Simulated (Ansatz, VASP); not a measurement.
## Al2Ru: VASP beside Ansatz

```
Al Ru
1.0
     0.00000    4.01113    4.40973
     2.22507    0.00000    4.40973
     2.22507    4.01113    0.00000
Al Ru
4 2
Cartesian
  1.1125 0.6329 2.2049
  1.1125 3.3782 2.2049
  2.2251 1.3726 4.4097
  2.2251 6.6496 4.4097
  3.3376 6.0167 6.6146
  2.2251 4.0111 4.4097
```

Change from the starting cell: volume 13.119 Å^3 an atom, stretch along a over the lengths across it, relative to the relaxed cell 0.9415.

Alike in both runs: task single point; functional LDA; k mesh 10 × 10 × 10; occupations gaussian, width 0.03 eV; no spin polarisation.

```csv
,VASP,Ansatz
version,VASP 6.6.1,Ansatz 0.2.0
potentials or method,"VASP PAW LDA potentials, release 64 (Al, Ru_pv), cutoff 520 eV","scalar-relativistic, plane waves, PAW"
valence electrons in the cell,40,44
```

VASP gave:

| Quantity | Value |
| --- | --- |
| gap on the k mesh at the Fermi level (eV) | none |
| pressure (GPa) | 5.4 |
| traceless stress, the component that is largest in VASP (GPa) | 12.51 |
| rms of the force components (eV/Å) | 0.131 |

Q: Which values does Ansatz return?

A: gap on the k mesh at the Fermi level (eV): none; pressure (GPa): 4.8; traceless stress, the component that is largest in VASP (GPa): 12.47; rms of the force components (eV/Å): 0.130.

Ansatz warns that its potentials were made for another functional, while VASP's fit it. LDA's correlation is that of Perdew and Zunger in VASP and of Perdew and Wang (1992) in Ansatz. Atom by atom the forces differ by 0.002 eV/Å (rms over components). A gap of «none» marks a metal or a gap that the smearing closes. VASP's potentials hold 40 valence electrons a cell and Ansatz's 44, so a difference there can come from the potentials and not from the codes.
